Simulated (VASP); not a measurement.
# N (Pa-3) in VASP: further runs, part 2 of 2

VASP 6.6.1.

**3. Single point, PBE**

INCAR reads:

```
SYSTEM = N
ALGO = Normal
EDIFF = 1E-7
ENCUT = 520
GGA = PE
ISIF = 2
ISMEAR = -1
LASPH = .TRUE.
LCHARG = .FALSE.
LREAL = .FALSE.
LWAVE = .FALSE.
NBANDS = 30
NELM = 100
PREC = Accurate
SIGMA = 0.02
```

KPOINTS reads:

```
k-points
0
G
  6 6 6
  0 0 0
```

POSCAR reads:

```
N
1.0
    5.4776487699      0.0000000000      0.0000000000
    0.0000000000      5.4776487699      0.0000000000
    0.0000000000      0.0000000000      5.4776487699
N
8
Direct
    0.0576092967      0.0576092967      0.0576092967
    0.4423907033      0.9423907033      0.5576092967
    0.5576092967      0.4423907033      0.9423907033
    0.9423907033      0.5576092967      0.4423907033
    0.9423907033      0.9423907033      0.9423907033
    0.5576092967      0.0576092967      0.4423907033
    0.4423907033      0.5576092967      0.0576092967
    0.0576092967      0.4423907033      0.5576092967
```

Potentials or basis: VASP PAW PBE potentials, release 64 (N).

Run with:

```
$ cat potpaw_PBE.64/N/POTCAR > POTCAR
$ mpirun -np 1 vasp_std > vasp.out
```

OUTCAR:

```text
SYSTEM = N
   EDIFF = 1E-7
   ENCUT = 520
   GGA = PE
   ISIF = 2
   ISMEAR = -1
   LASPH = .TRUE.
   LREAL = .FALSE.
   NELM = 100
   PREC = Accurate

 ion  position               nearest neighbor table
   1  0.058  0.058  0.058-   5 1.09
   2  0.442  0.942  0.558-   6 1.09
   3  0.558  0.442  0.942-   7 1.09
   4  0.942  0.558  0.442-   8 1.09
   5  0.942  0.942  0.942-   1 1.09
   6  0.558  0.058  0.442-   2 1.09
   7  0.442  0.558  0.058-   3 1.09
   8  0.058  0.442  0.558-   4 1.09

  LATTYP: Found a simple cubic cell.
 ALAT       =     5.4776487699

  Lattice vectors:

 A1 = (   5.4776487699,   0.0000000000,   0.0000000000)
 A2 = (   0.0000000000,   5.4776487699,   0.0000000000)
 A3 = (   0.0000000000,   0.0000000000,   5.4776487699)

Analysis of symmetry for initial positions (statically):
=====================================================================
 Subroutine PRICEL returns:
 Original cell was already a primitive cell.

 Routine SETGRP: Setting up the symmetry group for a
 simple cubic supercell.

 Subroutine GETGRP returns: Found 24 space group operations
 (whereof  6 operations were pure point group operations)
 out of a pool of 48 trial point group operations.

The static configuration has the point symmetry S_6 .
 The point group associated with its full space group is T_h .

Analysis of symmetry for dynamics (positions and initial velocities):
=====================================================================
 Subroutine PRICEL returns:
 Original cell was already a primitive cell.

 Routine SETGRP: Setting up the symmetry group for a
 simple cubic supercell.

 Subroutine GETGRP returns: Found 24 space group operations
 (whereof  6 operations were pure point group operations)
 out of a pool of 48 trial point group operations.

The dynamic configuration has the point symmetry S_6 .
 The point group associated with its full space group is T_h .

 Subroutine INISYM returns: Found 24 space group operations
 (whereof  6 operations are pure point group operations),
 and found     1 'primitive' translations

----------------------------------------------------------------------------------------

                                     Primitive cell

  volume of cell :     164.3549

  direct lattice vectors                    reciprocal lattice vectors
     5.477648770  0.000000000  0.000000000     0.182560080  0.000000000  0.000000000
     0.000000000  5.477648770  0.000000000     0.000000000  0.182560080  0.000000000
     0.000000000  0.000000000  5.477648770     0.000000000  0.000000000  0.182560080

  length of vectors
     5.477648770  5.477648770  5.477648770     0.182560080  0.182560080  0.182560080

  position of ions in fractional coordinates (direct lattice)
     0.057609297  0.057609297  0.057609297
     0.442390703  0.942390703  0.557609297
     0.557609297  0.442390703  0.942390703
     0.942390703  0.557609297  0.442390703
     0.942390703  0.942390703  0.942390703
     0.557609297  0.057609297  0.442390703
     0.442390703  0.557609297  0.057609297
     0.057609297  0.442390703  0.557609297

  ion indices of the primitive-cell ions
[... 38 lines left out ...]
  0.000000  0.000000  0.000000      1.000000
  0.166667  0.000000  0.000000      6.000000
  0.333333  0.000000  0.000000      6.000000
  0.500000  0.000000  0.000000      3.000000
  0.166667  0.166667  0.000000     12.000000
  0.333333  0.166667  0.000000     12.000000
[... 16 lines left out ...]
  0.500000  0.500000  0.333333      6.000000
  0.500000  0.500000  0.500000      1.000000
   k-points           NKPTS =     24   k-points in BZ     NKDIM =     24   number of bands    NBANDS=     30
   number of dos      NEDOS =    301   number of ions     NIONS =      8
   total plane-waves  NPLWV =  74088
   dimension x,y,z NGX =    42 NGY =   42 NGZ =   42
   dimension x,y,z NGXF=    84 NGYF=   84 NGZF=   84
   ions per type =               8
   NGX,Y,Z   is equivalent  to a cutoff of  12.75, 12.75, 12.75 a.u.
   NGXF,Y,Z  is equivalent  to a cutoff of  25.49, 25.49, 25.49 a.u.
 SYSTEM =  N
   PREC   = accura    normal or accurate (medium, high low for compatibility)
   ISTART =      0    job   : 0-new  1-cont  2-samecut
   ICHARG =      2    charge: 1-file 2-atom 10-const
   ISPIN  =      1    spin polarized calculation?
   LNONCOLLINEAR =      F non collinear calculations
   LSORBIT =      F    spin-orbit coupling
   LASPH  =      T    aspherical Exc in radial PAW
   ENCUT  =  520.0 eV  38.22 Ry    6.18 a.u.  10.18 10.18 10.18*2*pi/ulx,y,z
   NELM   =    100;   NELMIN=  2; NELMDL= -5     # of ELM steps
   EDIFF  = 0.1E-06   stopping-criterion for ELM
   LREAL  =      F    real-space projection
   EDIFFG = 0.1E-05   stopping-criterion for IOM
   NSW    =      0    number of steps for IOM
   IBRION =     -1    ionic relax: 0-MD 1-quasi-New 2-CG
   NFREE  =      0    steps in history (QN), initial steepest desc. (CG)
   ISIF   =      2    stress and relaxation
   ISYM   =      2    0-nonsym 1-usesym 2-fastsym
   POTIM  = 0.5000    time-step for ionic-motion
   TEBEG  =    0.0;   TEEND  =   0.0 temperature during run
   PSTRESS=    0.0 pullay stress
   NELECT =      40.0000    total number of electrons
   NUPDOWN=      -1.0000    fix difference up-down
   EMIN   =  10.00;   EMAX   =-10.00  energy-range for DOS
   EFERMI =   0.00;   METHOD = LEGACY
   ISMEAR =    -1;   SIGMA  =   0.02  broadening in eV -4-tet -1-fermi 0-gaus
   EFERMI_NEDOS =   21; number of points for ismear=-14 and -15
   IALGO  =     38    algorithm
   IMIX   =      4    mixing-type and parameters
     AMIX     =   0.40;   BMIX     =  1.00
     AMIX_MAG =   1.60;   BMIX_MAG =  1.00
  volume/ion in A,a.u.               =      20.54       138.64
  Fermi-wavevector in a.u.,A,eV,Ry     =   1.022117  1.931521 14.214324  1.044723
  Thomas-Fermi vector in A             =   2.155779
   LORBIT       =      0    0 simple, 1 ext, 2 COOP (PROOUT), +10 PAW based schemes
   GGA     = PE    functional components
   LHFCALC =     F    Hartree Fock is set to
   AEXX    =    0.0000 exact exchange contribution
   IVDW    =     0    specifies the selected vdW correction
   LEPSILON=     F    determine dielectric tensor
   LRPA    =     F    only Hartree local field effects (RPA)
 non-spin polarized calculation
  energy-cutoff  :      520.00
  volume of cell :      164.35
 maximum number of plane-waves:      4468
 NGX is ok and might be reduce to    42
   NGX = 21   NGY = 21   NGZ = 21

 number of electron      39.9999990 magnetization

 Free energy of the ion-electron system (eV)
  ---------------------------------------------------
  ext. energy  EPLUGINS =         0.00000000
  ---------------------------------------------------
  free energy    TOTEN  =       -66.45086488 eV

  energy without entropy =      -66.45086488  energy(sigma->0) =      -66.45086488

 E-fermi :  -5.6454     XC(G=0):  -6.7803

 val. band max:       -6.1371885758   @ k =   0.5000   0.0000   0.0000
 cond. band min:       1.1646075130   @ k =   0.0000   0.0000   0.0000
 fundamental gap:      7.3017960888
 Fermi energy:        -5.6453909497

 k-point     1 :       0.0000    0.0000    0.0000
  band No.  band energies     occupation
      1     -24.6992      2.00000
      2     -24.6255      2.00000
      3     -24.6255      2.00000
      4     -24.6255      2.00000
      5      -9.7080      2.00000
      6      -9.7080      2.00000
[... 781 lines left out ...]
     29       6.9618      0.00000
     30       6.9618      0.00000

------------------------ aborting loop because EDIFF is reached ----------------------------------------

  FORCE on cell =-STRESS in cart. coord.  units (eV):
  Direction    XX          YY          ZZ          XY          YZ          ZX
  --------------------------------------------------------------------------------------
  -------------------------------------------------------------------------------------
  Total        5.2926514      5.2926514      5.2926514      0.0000000      0.0000000      0.0000000
  in kB       51.5942524     51.5942524     51.5942524      0.0000000      0.0000000      0.0000000
  external PRESSURE =      51.5942524 kB  Pullay stress =       0.0000000 kB

 VOLUME and BASIS-vectors are now :
 -----------------------------------------------------------------------------
  energy-cutoff  :      520.00
  volume of cell :      164.35
      direct lattice vectors                 reciprocal lattice vectors
     5.477648770  0.000000000  0.000000000     0.182560080  0.000000000  0.000000000
     0.000000000  5.477648770  0.000000000     0.000000000  0.182560080  0.000000000
     0.000000000  0.000000000  5.477648770     0.000000000  0.000000000  0.182560080

 POSITION                                       TOTAL-FORCE (eV/Angst)
 -----------------------------------------------------------------------------------
      0.31556      0.31556      0.31556         1.799845      1.799845      1.799845
      2.42326      5.16209      3.05439        -1.799845     -1.799845      1.799845
      3.05439      2.42326      5.16209         1.799845     -1.799845     -1.799845
      5.16209      3.05439      2.42326        -1.799845      1.799845     -1.799845
      5.16209      5.16209      5.16209        -1.799845     -1.799845     -1.799845
      3.05439      0.31556      2.42326         1.799845      1.799845     -1.799845
      2.42326      3.05439      0.31556        -1.799845      1.799845      1.799845
      0.31556      2.42326      3.05439         1.799845     -1.799845      1.799845
 -----------------------------------------------------------------------------------
    total drift:                                0.000000      0.000000      0.000000

  FREE ENERGIE OF THE ION-ELECTRON SYSTEM (eV)
  ---------------------------------------------------
  free  energy   TOTEN  =       -66.4508648796 eV

  energy  without entropy=      -66.4508648796  energy(sigma->0) =      -66.45086488
```

It took 89 s on 1 thread of AMD EPYC 9R45 (Zen 5), shared host; peak memory 0.22 GiB.

What came out:

```
Free energy            : -66.4509 eV
Pressure               : 5.2 GPa
Largest force          : 3.117 eV/Å
Band gap on the k mesh : 7.30 eV, indirect (least direct gap 7.34 eV)
```

Forces in eV/Å, atoms in the order of the input:
```
N    1.800  1.800  1.800
N   -1.800 -1.800  1.800
N    1.800 -1.800 -1.800
N   -1.800  1.800 -1.800
N   -1.800 -1.800 -1.800
N    1.800  1.800 -1.800
N   -1.800  1.800  1.800
N    1.800 -1.800  1.800
```

Levels at points of the mesh, in eV from the valence-band top:
```csv
k point,band 17,band 18,band 19,band 20,band 21,band 22,band 23,band 24
"(0.00, 0.00, 0.00)",-1.08,-0.03,-0.03,-0.03,7.30,7.30,7.30,8.29
"(0.50, 0.00, 0.00)",-0.35,-0.35,0.00,0.00,7.60,7.60,8.02,8.02
"(0.50, 0.50, 0.00)",-0.18,-0.18,-0.18,-0.18,8.02,8.02,8.02,8.02
"(0.50, 0.50, 0.50)",-0.28,-0.28,-0.28,-0.28,8.02,8.02,8.02,8.02
```

Caveat: the standard files for N, O and F lose accuracy on very short bonds; forces of over 1 eV/Å act on the atoms, so gaps and moduli don't describe the material at rest. A k mesh can miss the band edges.
